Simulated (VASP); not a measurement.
# Sb (P2_1/m) in VASP: further runs, part 2 of 2

VASP 6.6.1.

### Step 4. Single point, r2SCAN

This run uses another cell than the first one, of 29.31 Å³/atom, 0.925 times its volume.

File POSCAR:

```
Sb
1.0
    3.1014456505      0.0000000000      0.0000000000
    0.0000000000      4.3183391477      0.0000000000
   -0.0386538176      0.0000000000      4.3762816325
Sb
2
Direct
    0.0113890000      0.2500000000      0.2411660000
    0.9886110000      0.7500000000      0.7588340000
```

File INCAR.step1:

```
PREC = Accurate
ENCUT = 520
ISMEAR = -1
SIGMA = 0.05
LREAL = F
LASPH = T
NELM = 100
NBANDS = 12
GGA = PE
ALGO = Normal
EDIFF = 1E-4
LWAVE = T
LCHARG = F
```

File INCAR.step2:

```
PREC = Accurate
ENCUT = 520
EDIFF = 1E-6
ISMEAR = -1
SIGMA = 0.05
LREAL = F
LASPH = T
NELM = 100
ALGO = Normal
ISIF = 2
LWAVE = F
LCHARG = F
METAGGA = R2SCAN
LMIXTAU = T
NBANDS = 12
ISTART = 1
```

File KPOINTS:

```
Automatic mesh
0
Gamma
  9 6 6
```

Potentials or basis: VASP PAW PBE potentials, release 64 (Sb).

Launch:

```console
> cat potpaw_PBE.64/Sb/POTCAR > POTCAR
> cp INCAR.step1 INCAR
> mpirun -np 1 vasp_std > vasp.out
> cp INCAR.step2 INCAR
> mpirun -np 1 vasp_std > vasp.out
```

OUTCAR:

```text
PREC = Accurate
   ENCUT = 520
   EDIFF = 1E-6
   ISMEAR = -1
   LREAL = F
   LASPH = T
   NELM = 100
   ISIF = 2
   METAGGA = R2SCAN
   ISTART = 1

 ion  position               nearest neighbor table
   1  0.011  0.250  0.241-   2 3.02   2 3.02   2 3.13   2 3.13
   2  0.989  0.750  0.759-   1 3.02   1 3.02   1 3.13   1 3.13

  LATTYP: Found a simple monoclinic cell.
 ALAT       =     3.1014456505
 B/A-ratio  =     1.3923633152
 C/A-ratio  =     1.4111007668
 COS(beta)  =    -0.0088322263

  Lattice vectors:

 A1 = (   3.1014456505,   0.0000000000,   0.0000000000)
 A2 = (   0.0000000000,   4.3183391477,   0.0000000000)
 A3 = (  -0.0386538176,   0.0000000000,   4.3762816325)

Analysis of symmetry for initial positions (statically):
=====================================================================
 Subroutine PRICEL returns:
 Original cell was already a primitive cell.

 Routine SETGRP: Setting up the symmetry group for a
 simple monoclinic supercell.

 Subroutine GETGRP returns: Found  4 space group operations
 (whereof  2 operations were pure point group operations)
 out of a pool of  4 trial point group operations.

The static configuration has the point symmetry S_2 .
 The point group associated with its full space group is C_2h.

Analysis of symmetry for dynamics (positions and initial velocities):
=====================================================================
 Subroutine PRICEL returns:
 Original cell was already a primitive cell.

 Routine SETGRP: Setting up the symmetry group for a
 simple monoclinic supercell.

 Subroutine GETGRP returns: Found  4 space group operations
 (whereof  2 operations were pure point group operations)
 out of a pool of  4 trial point group operations.

The dynamic configuration has the point symmetry S_2 .
 The point group associated with its full space group is C_2h.

 Subroutine INISYM returns: Found  4 space group operations
 (whereof  2 operations are pure point group operations),
 and found     1 'primitive' translations

----------------------------------------------------------------------------------------

                                     Primitive cell

  volume of cell :      58.6120

  direct lattice vectors                    reciprocal lattice vectors
     3.101445651  0.000000000  0.000000000     0.322430283  0.000000000  0.002847888
     0.000000000  4.318339148  0.000000000     0.000000000  0.231570510  0.000000000
    -0.038653818  0.000000000  4.376281632     0.000000000  0.000000000  0.228504489

  length of vectors
     3.101445651  4.318339148  4.376452335     0.322442860  0.231570510  0.228504489

  position of ions in fractional coordinates (direct lattice)
     0.011389000  0.250000000  0.241166000
     0.988611000  0.750000000  0.758834000

  ion indices of the primitive-cell ions
   primitive index   ion index
                 1           1
                 2           2

----------------------------------------------------------------------------------------

 KPOINTS: Automatic mesh

Automatic generation of k-mesh.
 Grid dimensions read from file:
 generate k-points for:    9    6    6

 Generating k-lattice:

[... 23 lines left out ...]
  0.000000  0.166667  0.000000      2.000000
[... 16 lines left out ...]
  0.222222  0.000000  0.166667      2.000000
  0.333333  0.000000  0.166667      2.000000
 [... further k-points ...]
   k-points           NKPTS =    112   k-points in BZ     NKDIM =    112   number of bands    NBANDS=     12
   number of dos      NEDOS =    301   number of ions     NIONS =      2
   total plane-waves  NPLWV =  27648
   dimension x,y,z NGX =    24 NGY =   32 NGZ =   36
   dimension x,y,z NGXF=    48 NGYF=   64 NGZF=   72
   ions per type =               2
   NGX,Y,Z   is equivalent  to a cutoff of  12.86, 12.32, 13.68 a.u.
   NGXF,Y,Z  is equivalent  to a cutoff of  25.73, 24.64, 27.35 a.u.
 SYSTEM =  unknown system
   PREC   = accura    normal or accurate (medium, high low for compatibility)
   ISTART =      1    job   : 0-new  1-cont  2-samecut
   ICHARG =      0    charge: 1-file 2-atom 10-const
   ISPIN  =      1    spin polarized calculation?
   LNONCOLLINEAR =      F non collinear calculations
   LSORBIT =      F    spin-orbit coupling
   LASPH  =      T    aspherical Exc in radial PAW
   ENCUT  =  520.0 eV  38.22 Ry    6.18 a.u.   5.77  8.03  8.14*2*pi/ulx,y,z
   NELM   =    100;   NELMIN=  2; NELMDL=  0     # of ELM steps
   EDIFF  = 0.1E-05   stopping-criterion for ELM
   LREAL  =      F    real-space projection
   EDIFFG = 0.1E-04   stopping-criterion for IOM
   NSW    =      0    number of steps for IOM
   IBRION =     -1    ionic relax: 0-MD 1-quasi-New 2-CG
   NFREE  =      0    steps in history (QN), initial steepest desc. (CG)
   ISIF   =      2    stress and relaxation
   ISYM   =      2    0-nonsym 1-usesym 2-fastsym
   POTIM  = 0.5000    time-step for ionic-motion
   TEBEG  =    0.0;   TEEND  =   0.0 temperature during run
   PSTRESS=    0.0 pullay stress
   NELECT =      10.0000    total number of electrons
   NUPDOWN=      -1.0000    fix difference up-down
   EMIN   =  10.00;   EMAX   =-10.00  energy-range for DOS
   EFERMI =   0.00;   METHOD = LEGACY
   ISMEAR =    -1;   SIGMA  =   0.05  broadening in eV -4-tet -1-fermi 0-gaus
   EFERMI_NEDOS =   21; number of points for ismear=-14 and -15
   IALGO  =     38    algorithm
   IMIX   =      4    mixing-type and parameters
     AMIX     =   0.40;   BMIX     =  1.00
     AMIX_MAG =   1.60;   BMIX_MAG =  1.00
  volume/ion in A,a.u.               =      29.31       197.77
  Fermi-wavevector in a.u.,A,eV,Ry     =   0.907987  1.715846 11.217182  0.824440
  Thomas-Fermi vector in A             =   2.031859
   LORBIT       =      0    0 simple, 1 ext, 2 COOP (PROOUT), +10 PAW based schemes
   METAGGA = R2SCAN    functional components
   LHFCALC =     F    Hartree Fock is set to
   AEXX    =    0.0000 exact exchange contribution
   IVDW    =     0    specifies the selected vdW correction
   LEPSILON=     F    determine dielectric tensor
   LRPA    =     F    only Hartree local field effects (RPA)
 non-spin polarized calculation
  energy-cutoff  :      520.00
  volume of cell :       58.61
 maximum number of plane-waves:      1616
   NGX = 11   NGY = 17   NGZ = 17

 number of electron      10.0000000 magnetization

 Free energy of the ion-electron system (eV)
  ---------------------------------------------------
  ext. energy  EPLUGINS =         0.00000000
  ---------------------------------------------------
  free energy    TOTEN  =       -51.25987431 eV

  energy without entropy =      -51.24725309  energy(sigma->0) =      -51.25356370

 E-fermi :   7.4513     XC(G=0): -10.1905

 val. band max:        7.4197571548   @ k =   0.4444   0.3333   0.1667
 cond. band min:       7.4557975380   @ k =  -0.1111   0.3333   0.1667
 fundamental gap:      0.0360403832
 Fermi energy:         7.4512625848

 k-point     1 :       0.0000    0.0000    0.0000
  band No.  band energies     occupation
      1      -5.8459      2.00000
      2      -0.2456      2.00000
      3       3.3655      2.00000
      4       3.5033      2.00000
      5       9.6273      0.00000
      6      10.5918      0.00000
      7      10.8353      0.00000
      8      10.9912      0.00000
      9      14.3716      0.00000
     10      14.6200      0.00000
     11      15.2059      0.00000
     12      16.5763      0.00000
[... 331 lines left out ...]
 k-point    24 :       0.3333    0.0000    0.1667
  band No.  band energies     occupation
      1      -4.0444      2.00000
      2       0.5865      2.00000
      3       3.4389      2.00000
      4       5.1048      2.00000
      5       5.3842      2.00000
      6       7.5984      0.10018
      7      10.9204      0.00000
      8      11.2189      0.00000
      9      12.1569      0.00000
     10      13.8513      0.00000
     11      14.1459      0.00000
     12      17.4491      0.00000

 [... further k-points ...]

------------------------ aborting loop because EDIFF is reached ----------------------------------------

  FORCE on cell =-STRESS in cart. coord.  units (eV):
  Direction    XX          YY          ZZ          XY          YZ          ZX
  --------------------------------------------------------------------------------------
  -------------------------------------------------------------------------------------
  Total        0.2146490      0.0833971      0.1274341      0.0000000      0.0000000      0.0447729
  in kB        5.8675025      2.2796887      3.4834528      0.0000000      0.0000000      1.2238817
  external PRESSURE =       3.8768813 kB  Pullay stress =       0.0000000 kB

 VOLUME and BASIS-vectors are now :
 -----------------------------------------------------------------------------
  energy-cutoff  :      520.00
  volume of cell :       58.61
      direct lattice vectors                 reciprocal lattice vectors
     3.101445651  0.000000000  0.000000000     0.322430283  0.000000000  0.002847888
     0.000000000  4.318339148  0.000000000     0.000000000  0.231570510  0.000000000
    -0.038653818  0.000000000  4.376281632     0.000000000  0.000000000  0.228504489

 POSITION                                       TOTAL-FORCE (eV/Angst)
 -----------------------------------------------------------------------------------
      0.02600      1.07958      1.05541        -0.043425     -0.000000      0.056178
      3.03679      3.23875      3.32087         0.043425      0.000000     -0.056178
 -----------------------------------------------------------------------------------
    total drift:                                0.000000      0.000000      0.000000

  FREE ENERGIE OF THE ION-ELECTRON SYSTEM (eV)
  ---------------------------------------------------
  free  energy   TOTEN  =       -51.2598743077 eV

  energy  without entropy=      -51.2472530926  energy(sigma->0) =      -51.25356370
```

OSZICAR.step1:

```text
N       E                     dE             d eps       ncg     rms          rms(c)
DAV:   1     0.314061550181E+02    0.31406E+02   -0.34308E+03  2688   0.652E+02
DAV:   2    -0.644560852594E+01   -0.37852E+02   -0.36435E+02  3596   0.102E+02
DAV:   3    -0.814055731184E+01   -0.16949E+01   -0.16666E+01  3236   0.239E+01
DAV:   4    -0.815503163135E+01   -0.14474E-01   -0.14465E-01  3152   0.268E+00
DAV:   5    -0.815519857470E+01   -0.16694E-03   -0.16694E-03  3140   0.315E-01    0.284E+00
DAV:   6    -0.815960782363E+01   -0.44092E-02   -0.12587E-03  3132   0.252E-01    0.169E+00
DAV:   7    -0.816263247267E+01   -0.30246E-02   -0.28494E-03  2920   0.375E-01    0.820E-02
DAV:   8    -0.816275615005E+01   -0.12368E-03   -0.12307E-04  2780   0.761E-02    0.114E-02
DAV:   9    -0.816276301903E+01   -0.68690E-05   -0.10379E-05  1548   0.227E-02
   1 F= -.81627630E+01 E0= -.81564184E+01  d E =-.126892E-01
```

It took 3.7 min on 1 thread of Intel Xeon 8259CL, shared host; peak memory 0.21 GiB.

Results:

```
Free energy            : -51.2599 eV
Pressure               : 0.4 GPa
Largest force          : 0.071 eV/Å
Band gap on the k mesh : zero (band 5 reaches 12.81 eV, above the bottom of band 6 at 3.76 eV)
```

Forces on the atoms (eV/Å):
```
Sb  -0.043  0.000  0.056
Sb   0.043  0.000 -0.056
```

Stress tensor (GPa, compression positive):
```
0.59 0.00 0.12
0.00 0.23 0.00
0.12 0.00 0.35
```

Levels at points of the mesh, in eV from the Fermi level:
```csv
k point,band 1,band 2,band 3,band 4,band 5,band 6,band 7,band 8,band 9,band 10
"(0.00, 0.00, 0.00)",-13.30,-7.70,-4.09,-3.95,2.18,3.14,3.38,3.54,6.92,7.17
"(0.00, 0.50, 0.00)",-11.36,-11.36,-1.76,-1.76,-0.99,-0.99,4.98,4.98,8.55,8.55
"(0.00, 0.00, 0.50)",-11.61,-11.16,-1.88,-1.31,-1.00,-0.86,4.75,5.17,8.22,8.36
"(0.00, 0.50, 0.50)",-10.62,-10.62,-6.16,-6.16,5.36,5.36,5.64,5.64,9.20,9.20
```

Caveat: the PAW data sets were made with another functional, which shifts forces and pressure a little; spin-orbit coupling is left out, which moves the levels of the heavy elements.

### Step 5. Overview

| level | potentials or basis | cell | gap on the mesh (eV) | pressure (GPa) | largest force (eV/Å) |
| --- | --- | --- | --- | --- | --- |
| LDA | VASP PAW LDA potentials, release 64 (Sb) | a = 3.184, b = 4.433, c = 4.492 Å, angles 90.0, 90.5, 90.0°, 2 atoms | none | -5.7 | 0.07 |
| r2SCAN | VASP PAW PBE potentials, release 64 (Sb) | a = 3.059, b = 4.259, c = 4.316 Å, angles 90.0, 90.5, 90.0°, 2 atoms | none | 3.2 | 0.15 |
| r2SCAN | VASP PAW PBE potentials, release 64 (Sb) | a = 3.101, b = 4.318, c = 4.376 Å, angles 90.0, 90.5, 90.0°, 2 atoms | none | 0.4 | 0.07 |

Alike in all rows: task single point; no spin polarisation; k mesh 9 × 6 × 6; cutoff (eV) 520; smearing fermi-dirac 0.05 eV.

Caveats: spin-orbit coupling is left out, which moves the levels of the heavy elements; the PAW data sets were made with another functional, which shifts forces and pressure a little (some runs).

Total energies depend on the potentials used, so only differences within one code and one set of settings carry meaning.
